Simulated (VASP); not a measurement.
Here is a VASP 6.6.1 calculation.

The input INCAR:

```
SYSTEM = Ti
PREC = Accurate
ENCUT = 520
EDIFF = 1E-6
ISMEAR = 0
SIGMA = 0.05
LREAL = .False.
LASPH = .True.
NELM = 60
ALGO = Normal
ISIF = 2
LWAVE = .False.
LCHARG = .False.
GGA = PE
NBANDS = 12
```

File KPOINTS:

```
regular mesh
0
Gamma
  18 18 18
  0 0 0
```

POSCAR

```
Ti
1.0
   -1.6402841938      1.6402841938      1.6402841938
    1.6402841938     -1.6402841938      1.6402841938
    1.6402841938      1.6402841938     -1.6402841938
Ti
1
Direct
    0.0000000000      0.0000000000      0.0000000000
```

Potentials or basis: VASP PAW PBE potentials, release 64 (Ti_sv).

Launch:

```bash
$ cat potpaw_PBE.64/Ti_sv/POTCAR > POTCAR
$ mpirun -np 1 vasp_std > vasp.out
```

Task: Estimate the pressure.

Result: -2.5 GPa.

Task: Estimate the band gap on the k mesh.

Result: Zero (band 6 reaches 8.89 eV, above the bottom of band 7 at 7.32 eV).
